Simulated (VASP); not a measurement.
# Ge (P6_3/mmc) in VASP: a series of runs

The runs below take Ge through electric field gradients, with PBE.

Program: VASP 6.6.1. These are calculated values, not measurements. Logs are shortened: lines on timing, memory, paths and dates and some standing lists are left out, and cuts for length are marked.

### Step 1. The cell of the first run

The structure is hexagonal, space group P6_3/mmc (No. 194). The conventional cell has a = 3.998 Å, b = 3.998 Å, c = 6.599 Å, α = 90.00°, β = 90.00°, γ = 120.00°. Within 3.2 Å of Ge (site symmetry 3m) lie 4 Ge at 2.45 to 2.47 Å.

This isn't the form of Ge at room conditions, which is diamond.

### Step 2. Electric field gradients, PBE

INCAR

```
ALGO = Normal
EDIFF = 1E-8
ENCUT = 520
GGA = PE
ISIF = 2
ISMEAR = -1
LASPH = T
LCHARG = F
LEFG = T
LREAL = F
LWAVE = F
NBANDS = 36
NELM = 60
PREC = Accurate
SIGMA = 0.05
```

KPOINTS

```
k-points
0
Gamma
  11 11 6
```

POSCAR

```
Ge
1.0
    3.9975858431      0.0000000000      0.0000000000
   -1.9987929216      3.4620108940      0.0000000000
    0.0000000000      0.0000000000      6.5993779500
Ge
4
Direct
    0.6666666667      0.3333333333      0.0629012500
    0.3333333333      0.6666666667      0.5629012500
    0.6666666667      0.3333333333      0.4370987500
    0.3333333333      0.6666666667      0.9370987500
```

Potentials or basis: VASP PAW PBE potentials, release 64 (Ge_d).

Launch:

```bash
$ cat potpaw_PBE.64/Ge_d/POTCAR > POTCAR
$ mpirun -np 1 vasp_std > vasp.out
```

OUTCAR:

```text
EDIFF = 1E-8
   ENCUT = 520
   GGA = PE
   ISIF = 2
   ISMEAR = -1
   LASPH = T
   LREAL = F
   NELM = 60
   PREC = Accurate

 ion  position               nearest neighbor table
   1  0.667  0.333  0.063-   4 2.45   4 2.45   4 2.45   3 2.47
   2  0.333  0.667  0.563-   3 2.45   3 2.45   3 2.45   4 2.47
   3  0.667  0.333  0.437-   2 2.45   2 2.45   2 2.45   1 2.47
   4  0.333  0.667  0.937-   1 2.45   1 2.45   1 2.45   2 2.47

  LATTYP: Found a hexagonal cell.
 ALAT       =     3.9975858431
 C/A-ratio  =     1.6508408347

  Lattice vectors:

 A1 = (   3.9975858431,   0.0000000000,   0.0000000000)
 A2 = (  -1.9987929216,   3.4620108940,   0.0000000000)
 A3 = (   0.0000000000,   0.0000000000,   6.5993779500)

Analysis of symmetry for initial positions (statically):
=====================================================================
 Subroutine PRICEL returns:
 Original cell was already a primitive cell.

 Routine SETGRP: Setting up the symmetry group for a
 hexagonal supercell.

 Subroutine GETGRP returns: Found 24 space group operations
 (whereof 12 operations were pure point group operations)
 out of a pool of 24 trial point group operations.

The static configuration has the point symmetry D_3d.
 The point group associated with its full space group is D_6h.

Analysis of symmetry for dynamics (positions and initial velocities):
=====================================================================
 Subroutine PRICEL returns:
 Original cell was already a primitive cell.

 Routine SETGRP: Setting up the symmetry group for a
 hexagonal supercell.

 Subroutine GETGRP returns: Found 24 space group operations
 (whereof 12 operations were pure point group operations)
 out of a pool of 24 trial point group operations.

The dynamic configuration has the point symmetry D_3d.
 The point group associated with its full space group is D_6h.

 Subroutine INISYM returns: Found 24 space group operations
 (whereof 12 operations are pure point group operations),
 and found     1 'primitive' translations

----------------------------------------------------------------------------------------

                                     Primitive cell

  volume of cell :      91.3333

  direct lattice vectors                    reciprocal lattice vectors
     3.997585843  0.000000000  0.000000000     0.250150976  0.144424733  0.000000000
    -1.998792922  3.462010894  0.000000000     0.000000000  0.288849467  0.000000000
     0.000000000  0.000000000  6.599377950     0.000000000  0.000000000  0.151529433

  length of vectors
     3.997585843  3.997585843  6.599377950     0.288849467  0.288849467  0.151529433

  position of ions in fractional coordinates (direct lattice)
     0.666666667  0.333333333  0.062901250
     0.333333333  0.666666667  0.562901250
     0.666666667  0.333333333  0.437098750
     0.333333333  0.666666667  0.937098750

  ion indices of the primitive-cell ions
   primitive index   ion index
                 1           1
                 2           2
                 3           3
                 4           4

----------------------------------------------------------------------------------------

 KPOINTS: k-points

Automatic generation of k-mesh.
 Grid dimensions read from file:
 generate k-points for:   11   11    6

 Generating k-lattice:

  Cartesian coordinates                     Fractional coordinates (reciprocal lattice)
     0.022740998  0.013129521  0.000000000     0.090909091 -0.000000000  0.000000000
     0.000000000  0.026259042  0.000000000     0.000000000  0.090909091  0.000000000
     0.000000000  0.000000000  0.025254906     0.000000000  0.000000000  0.166666667

  Length of vectors
     0.026259042  0.026259042  0.025254906

  Shift w.r.t. Gamma in fractional coordinates (k-lattice)
     0.000000000  0.000000000  0.000000000

 Subroutine IBZKPT returns following result:
 ===========================================

 Found     64 irreducible k-points:

 Following reciprocal coordinates:
            Coordinates               Weight
  0.000000  0.000000  0.000000      1.000000
  0.090909 -0.000000  0.000000      6.000000
  0.181818 -0.000000  0.000000      6.000000
  0.272727  0.000000  0.000000      6.000000
  0.363636  0.000000  0.000000      6.000000
  0.454545  0.000000  0.000000      6.000000
[... 16 lines left out ...]
  0.090909  0.090909  0.166667     12.000000
  0.181818  0.090909  0.166667     24.000000
 [... further k-points ...]
   k-points           NKPTS =     64   k-points in BZ     NKDIM =     64   number of bands    NBANDS=     36
   number of dos      NEDOS =    301   number of ions     NIONS =      4
   total plane-waves  NPLWV =  45000
   dimension x,y,z NGX =    30 NGY =   30 NGZ =   50
   dimension x,y,z NGXF=    60 NGYF=   60 NGZF=  100
   ions per type =               4
   NGX,Y,Z   is equivalent  to a cutoff of  12.48, 12.48, 12.60 a.u.
   NGXF,Y,Z  is equivalent  to a cutoff of  24.95, 24.95, 25.19 a.u.
 SYSTEM =  unknown system
   PREC   = accura    normal or accurate (medium, high low for compatibility)
   ISTART =      0    job   : 0-new  1-cont  2-samecut
   ICHARG =      2    charge: 1-file 2-atom 10-const
   ISPIN  =      1    spin polarized calculation?
   LNONCOLLINEAR =      F non collinear calculations
   LSORBIT =      F    spin-orbit coupling
   LASPH  =      T    aspherical Exc in radial PAW
   ENCUT  =  520.0 eV  38.22 Ry    6.18 a.u.   7.43  7.43 12.27*2*pi/ulx,y,z
   NELM   =     60;   NELMIN=  2; NELMDL= -5     # of ELM steps
   EDIFF  = 0.1E-07   stopping-criterion for ELM
   LREAL  =      F    real-space projection
   EDIFFG = 0.1E-06   stopping-criterion for IOM
   NSW    =      0    number of steps for IOM
   IBRION =     -1    ionic relax: 0-MD 1-quasi-New 2-CG
   NFREE  =      0    steps in history (QN), initial steepest desc. (CG)
   ISIF   =      2    stress and relaxation
   ISYM   =      2    0-nonsym 1-usesym 2-fastsym
   POTIM  = 0.5000    time-step for ionic-motion
   TEBEG  =    0.0;   TEEND  =   0.0 temperature during run
   PSTRESS=    0.0 pullay stress
   NELECT =      56.0000    total number of electrons
   NUPDOWN=      -1.0000    fix difference up-down
   EMIN   =  10.00;   EMAX   =-10.00  energy-range for DOS
   EFERMI =   0.00;   METHOD = LEGACY
   ISMEAR =    -1;   SIGMA  =   0.05  broadening in eV -4-tet -1-fermi 0-gaus
   EFERMI_NEDOS =   21; number of points for ismear=-14 and -15
   IALGO  =     38    algorithm
   IMIX   =      4    mixing-type and parameters
     AMIX     =   0.40;   BMIX     =  1.00
     AMIX_MAG =   1.60;   BMIX_MAG =  1.00
  volume/ion in A,a.u.               =      22.83       154.09
  Fermi-wavevector in a.u.,A,eV,Ry     =   1.390789  2.628209 26.317650  1.934293
  Thomas-Fermi vector in A             =   2.514690
   LORBIT       =      0    0 simple, 1 ext, 2 COOP (PROOUT), +10 PAW based schemes
   GGA     = PE    functional components
   LHFCALC =     F    Hartree Fock is set to
   AEXX    =    0.0000 exact exchange contribution
   IVDW    =     0    specifies the selected vdW correction
   LEPSILON=     F    determine dielectric tensor
   LRPA    =     F    only Hartree local field effects (RPA)
 non-spin polarized calculation
  energy-cutoff  :      520.00
  volume of cell :       91.33
 maximum number of plane-waves:      2491
 NGX is ok and might be reduce to    30
   NGX = 15   NGY = 15   NGZ = 25

 number of electron      56.0000053 magnetization

 Free energy of the ion-electron system (eV)
  ---------------------------------------------------
  ext. energy  EPLUGINS =         0.00000000
  ---------------------------------------------------
  free energy    TOTEN  =       -17.96668224 eV

  energy without entropy =      -17.96561830  energy(sigma->0) =      -17.96615027

 E-fermi :   4.9980     XC(G=0):  -9.8798

 val. band max:        4.9766655264   @ k =   0.0000   0.0000   0.1667
 cond. band min:       5.0803682611   @ k =   0.0000   0.0000   0.0000
 fundamental gap:      0.1037027348
 Fermi energy:         4.9980409576

 k-point     1 :       0.0000    0.0000    0.0000
  band No.  band energies     occupation
      1     -19.9323      2.00000
      2     -19.9323      2.00000
      3     -19.8943      2.00000
      4     -19.8943      2.00000
      5     -19.8943      2.00000
      6     -19.8814      2.00000
[... 28 lines left out ...]
     35       9.5172      0.00000
     36      11.1132      0.00000
[... 866 lines left out ...]
      6     -19.8619      2.00000
[... 28 lines left out ...]
     35      11.1440      0.00000
     36      11.8046      0.00000

 [... further k-points ...]
[... 5 lines left out ...]
  --------------------------------------------------------------------------------------
  -------------------------------------------------------------------------------------
  Total        1.6418058      1.6418058      1.5935178     -0.0000000      0.0000000      0.0000000
  in kB       28.8007061     28.8007061     27.9536330     -0.0000000      0.0000000      0.0000000
  external PRESSURE =      28.5183484 kB  Pullay stress =       0.0000000 kB

 VOLUME and BASIS-vectors are now :
 -----------------------------------------------------------------------------
  energy-cutoff  :      520.00
  volume of cell :       91.33
      direct lattice vectors                 reciprocal lattice vectors
     3.997585843  0.000000000  0.000000000     0.250150976  0.144424733  0.000000000
    -1.998792922  3.462010894  0.000000000     0.000000000  0.288849467  0.000000000
     0.000000000  0.000000000  6.599377950     0.000000000  0.000000000  0.151529433

 POSITION                                       TOTAL-FORCE (eV/Angst)
 -----------------------------------------------------------------------------------
      1.99879      1.15400      0.41511         0.000000      0.000000      0.007828
     -0.00000      2.30801      3.71480         0.000000      0.000000      0.007828
      1.99879      1.15400      2.88458        -0.000000     -0.000000     -0.007828
     -0.00000      2.30801      6.18427         0.000000      0.000000     -0.007828
 -----------------------------------------------------------------------------------
    total drift:                               -0.000000      0.000000     -0.000000

  FREE ENERGIE OF THE ION-ELECTRON SYSTEM (eV)
  ---------------------------------------------------
  free  energy   TOTEN  =       -17.9666822398 eV

  energy  without entropy=      -17.9656182987  energy(sigma->0) =      -17.96615027

 Electric field gradients (V/A^2)
---------------------------------------------------------------------
 ion       V_xx      V_yy      V_zz      V_xy      V_xz      V_yz
---------------------------------------------------------------------
   1      -3.908    -3.912     7.820    -0.003     0.000    -0.000
   2      -3.908    -3.912     7.820    -0.003    -0.000     0.000
   3      -3.908    -3.912     7.820    -0.003    -0.000     0.000
   4      -3.908    -3.912     7.820    -0.003     0.000    -0.000
---------------------------------------------------------------------

 Electric field gradients after diagonalization (V/A^2)
 (convention: |V_zz| > |V_xx| > |V_yy|)
----------------------------------------------------------------------
 ion       V_xx      V_yy      V_zz     asymmetry (V_yy - V_xx)/ V_zz
----------------------------------------------------------------------
   1      -3.914    -3.907     7.820       0.001
   2      -3.914    -3.907     7.820       0.001
   3      -3.914    -3.907     7.820       0.001
   4      -3.914    -3.907     7.820       0.001
----------------------------------------------------------------------

           NMR quadrupolar parameters

 Cq : quadrupolar parameter    Cq=e*Q*V_zz/h
 eta: asymmetry parameters     (V_yy - V_xx)/ V_zz
 Q  : nuclear electric quadrupole moment in mb (millibarn)
----------------------------------------------------------------------
 ion       Cq(MHz)       eta       Q (mb)
----------------------------------------------------------------------
   1       0.019       0.001       1.000
   2       0.019       0.001       1.000
   3       0.019       0.001       1.000
   4       0.019       0.001       1.000
----------------------------------------------------------------------
```

Run time: 4 min. Hardware: 1 thread of AMD EPYC 7R13, shared host; peak memory 0.29 GiB.

Results:

```
Free energy                             : -17.9667 eV
Pressure                                : 2.9 GPa
Largest force                           : 0.008 eV/Å
Band gap on the k mesh                  : 0.02 eV (least direct gap 0.07 eV)
Largest electric field gradient by atom : Ge +7.8 V/Å²
```

Forces in eV/Å, atoms in the order of the input:
```
Ge   0.000  0.000  0.008
Ge   0.000  0.000  0.008
Ge   0.000  0.000 -0.008
Ge   0.000  0.000 -0.008
```

Electric field gradients, principal values (V/Å²):
```
atom   least  middle  greatest (by size)
1 Ge  -3.907  -3.914               7.820
2 Ge  -3.907  -3.914               7.820
3 Ge  -3.907  -3.914               7.820
4 Ge  -3.907  -3.914               7.820
```

Caveat: the smearing spreads over this small gap; without QUAD_EFG the Cq values of the log hold for a quadrupole moment of 1 mb, not for the nuclei.

(Part 1 of 2 ends here.)

The gap in the log of VASP goes by the Fermi energy; the results here count the filled bands.